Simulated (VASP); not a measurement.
# Al (P6_3/mmc) in VASP: elastic constants with LDA

Aim: the elastic constants of Al with LDA.

Program: VASP 6.6.1. These are calculated values, not measurements. Logs are shortened: lines on timing, memory, paths and dates and some standing lists are left out, and cuts for length are marked.

**1. The cell of the first run**

The structure is hexagonal, space group P6_3/mmc (No. 194). The conventional cell has a = 2.720 Å, b = 2.720 Å, c = 8.926 Å, α = 90.00°, β = 90.00°, γ = 120.00°. Within 3.6 Å of Al (site symmetry -3m) lie 12 Al at 2.72 to 2.73 Å. Al (site symmetry -6m2) has 12 Al at 2.72 to 2.73 Å within 3.6 Å.

This isn't the form of Al at room conditions, which is fcc.

**2. Elastic constants, LDA**

File INCAR:

```
SYSTEM = Al
PREC = Accurate ; ENCUT = 600
EDIFF = 1E-8 ; ISMEAR = -1
SIGMA = 0.15 ; LREAL = .False.
LASPH = .True. ; NELM = 60
ALGO = Normal ; ISIF = 3
LWAVE = .False. ; LCHARG = .False.
GGA = CA ; IBRION = 6
NFREE = 2 ; POTIM = 0.015
NSW = 1 ; KPAR = 4
```

File KPOINTS:

```
Automatic mesh
0
Gamma
  18 18 6
  0 0 0
```

File POSCAR:

```
Al
1.0
    2.7200318425      0.0000000000      0.0000000000
   -1.3600159213      2.3556166747      0.0000000000
    0.0000000000      0.0000000000      8.9257406794
Al
4
Direct
    0.0000000000      0.0000000000      0.0000000000
    0.3333333333      0.6666666667      0.2500000000
    0.0000000000      0.0000000000      0.5000000000
    0.6666666667      0.3333333333      0.7500000000
```

Potentials or basis: VASP PAW LDA potentials, release 64 (Al).

Launch:

```
cat potpaw_LDA.64/Al/POTCAR > POTCAR
mpirun -np 4 vasp_std > vasp.out
```

OUTCAR:

```text
SYSTEM = Al
   PREC = Accurate
   ENCUT = 600
   EDIFF = 1E-8
   ISMEAR = -1
   LREAL = .False.
   LASPH = .True.
   NELM = 60
   ISIF = 3
   GGA = CA
   IBRION = 6
   NFREE = 2
   POTIM = 0.015
   NSW = 1

 ion  position               nearest neighbor table
   1  0.000  0.000  0.000-   2 2.73   4 2.73   4 2.73   2 2.73   4 2.73   2 2.73
   2  0.333  0.667  0.250-   1 2.73   3 2.73   1 2.73   3 2.73   1 2.73   3 2.73
   3  0.000  0.000  0.500-   2 2.73   4 2.73   4 2.73   2 2.73   4 2.73   2 2.73
   4  0.667  0.333  0.750-   1 2.73   3 2.73   1 2.73   3 2.73   1 2.73   3 2.73

  LATTYP: Found a hexagonal cell.
 ALAT       =     2.7200318425
 C/A-ratio  =     3.2814838929

  Lattice vectors:

 A1 = (   2.7200318425,   0.0000000000,   0.0000000000)
 A2 = (  -1.3600159213,   2.3556166747,   0.0000000000)
 A3 = (   0.0000000000,   0.0000000000,   8.9257406794)

Analysis of symmetry for initial positions (statically):
=====================================================================
 Subroutine PRICEL returns:
 Original cell was already a primitive cell.

 Routine SETGRP: Setting up the symmetry group for a
 hexagonal supercell.

 Subroutine GETGRP returns: Found 24 space group operations
 (whereof 12 operations were pure point group operations)
 out of a pool of 24 trial point group operations.

The static configuration has the point symmetry D_3d.
 The point group associated with its full space group is D_6h.

Analysis of symmetry for dynamics (positions and initial velocities):
=====================================================================
 Subroutine PRICEL returns:
 Original cell was already a primitive cell.

 Routine SETGRP: Setting up the symmetry group for a
 hexagonal supercell.

 Subroutine GETGRP returns: Found 24 space group operations
 (whereof 12 operations were pure point group operations)
 out of a pool of 24 trial point group operations.

The dynamic configuration has the point symmetry D_3d.
 The point group associated with its full space group is D_6h.

 Subroutine INISYM returns: Found 24 space group operations
 (whereof 12 operations are pure point group operations),
 and found     1 'primitive' translations

----------------------------------------------------------------------------------------

                                     Primitive cell

  volume of cell :      57.1904

  direct lattice vectors                    reciprocal lattice vectors
     2.720031843  0.000000000  0.000000000     0.367642755  0.212258644  0.000000000
    -1.360015921  2.355616675  0.000000000     0.000000000  0.424517287  0.000000000
     0.000000000  0.000000000  8.925740679     0.000000000  0.000000000  0.112035520

  length of vectors
     2.720031843  2.720031843  8.925740679     0.424517287  0.424517287  0.112035520

  position of ions in fractional coordinates (direct lattice)
     0.000000000  0.000000000  0.000000000
     0.333333333  0.666666667  0.250000000
     0.000000000  0.000000000  0.500000000
     0.666666667  0.333333333  0.750000000

  ion indices of the primitive-cell ions
   primitive index   ion index
                 1           1
                 2           2
                 3           3
                 4           4

----------------------------------------------------------------------------------------

 KPOINTS: Automatic mesh

Automatic generation of k-mesh.
 Grid dimensions read from file:
 generate k-points for:   18   18    6

 Generating k-lattice:

  Cartesian coordinates                     Fractional coordinates (reciprocal lattice)
     0.020424597  0.011792147  0.000000000     0.055555556 -0.000000000  0.000000000
     0.000000000  0.023584294  0.000000000     0.000000000  0.055555556  0.000000000
     0.000000000  0.000000000  0.018672587     0.000000000  0.000000000  0.166666667

  Length of vectors
     0.023584294  0.023584294  0.018672587

  Shift w.r.t. Gamma in fractional coordinates (k-lattice)
     0.000000000  0.000000000  0.000000000

 Subroutine IBZKPT returns following result:
[... 73 lines left out ...]
   LORBIT       =      0    0 simple, 1 ext, 2 COOP (PROOUT), +10 PAW based schemes
   GGA     = CA    functional components
   LHFCALC =     F    Hartree Fock is set to
   AEXX    =    0.0000 exact exchange contribution
   IVDW    =     0    specifies the selected vdW correction
   LEPSILON=     F    determine dielectric tensor
   LRPA    =     F    only Hartree local field effects (RPA)
 finite differences with symmetry
 non-spin polarized calculation
  energy-cutoff  :      600.00
  volume of cell :       57.19
 maximum number of plane-waves:      1962
 NGX is ok and might be reduce to    24
   NGX = 11   NGY = 11   NGZ = 35

--------------------------------------- Ionic step        1  -------------------------------------------

 number of electron      12.0000000 magnetization

 Free energy of the ion-electron system (eV)
  ---------------------------------------------------
  ext. energy  EPLUGINS =         0.00000000
  ---------------------------------------------------
  free energy    TOTEN  =       -16.56861519 eV

  energy without entropy =      -16.46331442  energy(sigma->0) =      -16.51596481

------------------------ aborting loop because EDIFF is reached ----------------------------------------

  FORCE on cell =-STRESS in cart. coord.  units (eV):
  Direction    XX          YY          ZZ          XY          YZ          ZX
  --------------------------------------------------------------------------------------
  -------------------------------------------------------------------------------------
  Total        3.9848444      3.9848444      3.9832809     -0.0000000      0.0000000      0.0000000
  in kB      111.6346652    111.6346652    111.5908634     -0.0000000      0.0000000      0.0000000
  external PRESSURE =     111.6200646 kB  Pullay stress =       0.0000000 kB
[... 95 lines left out ...]
  FREE ENERGIE OF THE ION-ELECTRON SYSTEM (eV)
  ---------------------------------------------------
  free  energy   TOTEN  =       -16.4998839645 eV

  energy  without entropy=      -16.3958757070  energy(sigma->0) =      -16.44787984

[... ionic steps 4 to 18 ...]

--------------------------------------- Ionic step       19  -------------------------------------------

 number of electron      12.0000000 magnetization

------------------------ aborting loop because EDIFF is reached ----------------------------------------
[... 71 lines left out ...]
--------------------------------------- Ionic step       21  -------------------------------------------

 number of electron      12.0000000 magnetization

 Free energy of the ion-electron system (eV)
  ---------------------------------------------------
  ext. energy  EPLUGINS =         0.00000000
  ---------------------------------------------------
  free energy    TOTEN  =       -16.56775964 eV

  energy without entropy =      -16.46246951  energy(sigma->0) =      -16.51511457

 E-fermi :   9.3441     XC(G=0): -10.8850

 val. band max:        9.3439806067   @ k =   0.3333   0.3333   0.3333
 cond. band min:       9.3635590048   @ k =   0.3889   0.1111   0.5000
 fundamental gap:      0.0195783981
 Fermi energy:         9.3440945943

 k-point     1 :       0.0000    0.0000    0.0000
  band No.  band energies     occupation
      1      -2.7633      2.00000
      2      -0.9461      2.00000
      3      -0.9031      2.00000
      4       4.1988      2.00000
      5       4.7021      2.00000
      6      12.9751      0.00000
      7      12.9980      0.00000
      8      21.1332      0.00000
      9      21.1332      0.00000
     10      21.1602      0.00000
[... 287 lines left out ...]
 k-point    24 :       0.3889    0.1111    0.0000
  band No.  band energies     occupation
      1       2.6085      2.00000
      2       4.3089      2.00000
      3       4.3531      2.00000
      4       5.3798      2.00000
      5       7.1774      2.00000
      6       7.2207      2.00000
      7       9.2879      1.18526
      8       9.9811      0.02822
      9      11.8238      0.00000
     10      11.9896      0.00000

 [... further k-points ...]

------------------------ aborting loop because EDIFF is reached ----------------------------------------

  FORCE on cell =-STRESS in cart. coord.  units (eV):
  Direction    XX          YY          ZZ          XY          YZ          ZX
  --------------------------------------------------------------------------------------
  -------------------------------------------------------------------------------------
  Total        3.9864372      3.9864372      3.9876705     -0.0000000      0.0000000     -0.0000000
  in kB      111.6792889    111.6792889    111.7138388     -0.0000000      0.0000000     -0.0000000
  external PRESSURE =     111.6908055 kB  Pullay stress =       0.0000000 kB
[... 19 lines left out ...]
  FREE ENERGIE OF THE ION-ELECTRON SYSTEM (eV)
  ---------------------------------------------------
  free  energy   TOTEN  =       -16.5677596379 eV

  energy  without entropy=      -16.4624695053  energy(sigma->0) =      -16.51511457

 INTERNAL STRAIN TENSORS FROM STRAINED CELLS
 ============================================

 INTERNAL STRAIN TENSOR FOR ION    1 for displacements in x,y,z  (eV/Angst):
          X           Y           Z          XY          YZ          ZX
  --------------------------------------------------------------------------------
  x     0.00000    -0.00000    -0.00000     0.00000    -0.00000     0.00000
  y    -0.00000    -0.00000     0.00000     0.00000    -0.00000     0.00000
  z     0.00000     0.00000    -0.00000     0.00000     0.00000     0.00000

 INTERNAL STRAIN TENSORS FROM DISPLACED ATOMS
 ============================================

 INTERNAL STRAIN TENSOR FOR ION    1 for displacements in x,y,z  (eV/Angst):
          X           Y           Z          XY          YZ          ZX
  --------------------------------------------------------------------------------
  x     0.00000     0.00000     0.00000     0.00000     0.00000     0.00000
  y     0.00000     0.00000     0.00000     0.00000     0.00000     0.00000
  z     0.00000     0.00000     0.00000     0.00000     0.00000     0.00000

 INTERNAL STRAIN TENSOR FOR ION    4 for displacements in x,y,z  (eV/Angst):
          X           Y           Z          XY          YZ          ZX
  --------------------------------------------------------------------------------
  x     0.00000    -0.00000     0.00000    -0.74247     0.00000     0.00000
  y    -0.74247     0.74247     0.00000    -0.00000     0.00000     0.00000
  z    -0.00000    -0.00000    -0.00000     0.00000     0.00000    -0.00000

 Eigenvectors and eigenvalues of the dynamical matrix
 ----------------------------------------------------

   1 f  =   11.768801 THz    73.945560 2PiTHz  392.564959 cm-1    48.671830 meV
             X         Y         Z           dx          dy          dz
      0.000000  0.000000  0.000000     0.000000    0.000000   -0.499999
     -0.000000  1.570411  2.231435     0.000000    0.000000    0.500001
      0.000000  0.000000  4.462870     0.000000    0.000000   -0.499999
      1.360016  0.785206  6.694306    -0.000000   -0.000000    0.500001
[... 71 lines left out ...]
  12 f/i=    0.000150 THz     0.000942 2PiTHz    0.005003 cm-1     0.000620 meV
             X         Y         Z           dx          dy          dz
      0.000000  0.000000  0.000000    -0.356550    0.350512   -0.000000
     -0.000000  1.570411  2.231435    -0.356569    0.350531   -0.000000
      0.000000  0.000000  4.462870    -0.356550    0.350512   -0.000000
      1.360016  0.785206  6.694306    -0.356569    0.350531   -0.000000

--------------------------------------------------------------------------------------------------------

 ELASTIC MODULI CONTR FROM IONIC RELAXATION (kBar)
 Direction    XX          YY          ZZ          XY          YZ          ZX
 --------------------------------------------------------------------------------
 XX         -16.4547     16.4547      0.0000      0.0000      0.0000     -0.0000
 YY          16.4547    -16.4547     -0.0000      0.0000      0.0000      0.0000
 ZZ           0.0000     -0.0000     -0.0000      0.0000      0.0000     -0.0000
 XY           0.0000      0.0000      0.0000    -16.4547      0.0000     -0.0000
 YZ           0.0000      0.0000      0.0000      0.0000      0.0000      0.0000
 ZX          -0.0000      0.0000     -0.0000     -0.0000      0.0000     -0.0000
 --------------------------------------------------------------------------------

 TOTAL ELASTIC MODULI (kBar)
 Direction    XX          YY          ZZ          XY          YZ          ZX
 --------------------------------------------------------------------------------
 XX        1995.7661    901.6572    703.3314     -0.0000      0.0000      0.0000
 YY         901.6572   1995.7661    703.3314     -0.0000     -0.0000      0.0000
 ZZ         703.3314    703.3314   2115.3731     -0.0000     -0.0000     -0.0000
 XY          -0.0000     -0.0000     -0.0000    547.0545      0.0000     -0.0000
 YZ           0.0000      0.0000     -0.0000      0.0000    446.0026     -0.0000
 ZX           0.0000      0.0000     -0.0000     -0.0000     -0.0000    446.0026
 --------------------------------------------------------------------------------
```

It took 16 min on 4 MPI ranks of Oxide Virtual Turin-like, shared host; peak memory 0.69 GiB.

Results:

| Item | Value |
| --- | --- |
| Voigt bulk modulus | 119 GPa |
| Highest phonon frequency at Γ | 393 cm⁻¹ |

Phonon frequencies in cm⁻¹ (negative: imaginary):
```tsv
q point	frequencies
(0.000, 0.000, 0.000)	0 0 0 109 109 138 138 180 180 276 279 393
```

Elastic tensor in Voigt notation (GPa, in the Cartesian axes of the cell as first typed):
```
200  90  70   0   0   0
 90 200  70   0   0   0
 70  70 212   0   0   0
  0   0   0  45   0   0
  0   0   0   0  45   0
  0   0   0   0   0  55
```

Clamped-ion elastic tensor (GPa):
```
201  89  70   0   0   0
 89 201  70   0   0   0
 70  70 212   0   0   0
  0   0   0  45   0   0
  0   0   0   0  45   0
  0   0   0   0   0  56
```

Caveat: the cell is under stress, which shifts elastic constants.
